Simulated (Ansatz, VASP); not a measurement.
## Two plane-wave programs on AlN

```
CELL_PARAMETERS angstrom
0.00000 2.21273 2.21273
2.21273 0.00000 2.21273
2.21273 2.21273 0.00000
ATOMIC_POSITIONS crystal
Al 0.00000 0.00000 0.00000
N 0.25000 0.25000 0.25000
```

Alike in both runs: task single point; functional revPBE; dispersion D4; k mesh 10 × 10 × 10; occupations fermi-dirac, width 0.05 eV; no spin polarisation.

|  | VASP | Ansatz |
| --- | --- | --- |
| version | VASP 6.6.1 | Ansatz 0.2.0 |
| potentials or method | VASP PAW PBE potentials, release 64 (Al, N) | Ansatz PAW |
| plane-wave cutoff (eV) | 600 | 420 |
| valence electrons in the cell | 8 | 8 |

VASP gave:

```
gap on the k mesh at the Fermi level (eV) : 3.33
least direct gap on the mesh (eV)         : 3.88
pressure (GPa)                            : -10.2
```

Problem. Which values does Ansatz return?

Solution. gap on the k mesh at the Fermi level (eV): 3.33; least direct gap on the mesh (eV): 3.86; pressure (GPa): -9.5.

VASP's potentials were made for PBE, not for revPBE.
